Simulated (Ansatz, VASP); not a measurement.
## One calculation of C, two programs

```
CELL_PARAMETERS angstrom
0.00000 3.75946 3.75946
3.75946 0.00000 3.75946
3.75946 3.75946 0.00000
ATOMIC_POSITIONS crystal
C 0.78846 0.07051 0.07051
C 0.17949 0.17949 0.17949
C 0.17949 0.17949 0.46154
C 0.17949 0.46154 0.17949
C 0.07051 0.78846 0.07051
C 0.07051 0.07051 0.07051
C 0.07051 0.07051 0.78846
C 0.46154 0.17949 0.17949
```

Alike in both runs: functional PBE; k mesh 4 × 4 × 4; occupations gaussian, width 0.1 eV; no spin polarisation.

Ansatz relaxed the structure, and its values are those at the end. VASP's run is a single point on that final structure, the one shown.

|  | VASP | Ansatz |
| --- | --- | --- |
| version | VASP 6.6.1 | Ansatz 0.2.0 |
| potentials or method | VASP PAW PBE potentials, release 64 (C_h), cutoff 910 eV | scalar-relativistic, plane waves, PAW |
| valence electrons in the cell | 32 | 32 |

```tsv
	VASP	Ansatz	Ansatz less VASP
gap on the k mesh at the Fermi level (eV)	2.28	2.29	+0.006
least direct gap on the mesh (eV)	2.28	2.29	+0.006
rms of the force components (eV/Å)	0.024	0.001	-0.0227
```

With one functional, cell and mesh, what is left measures potentials, basis and numerics.

Noted on VASP's run: the cutoff is short for stress, so the pressure is rough.
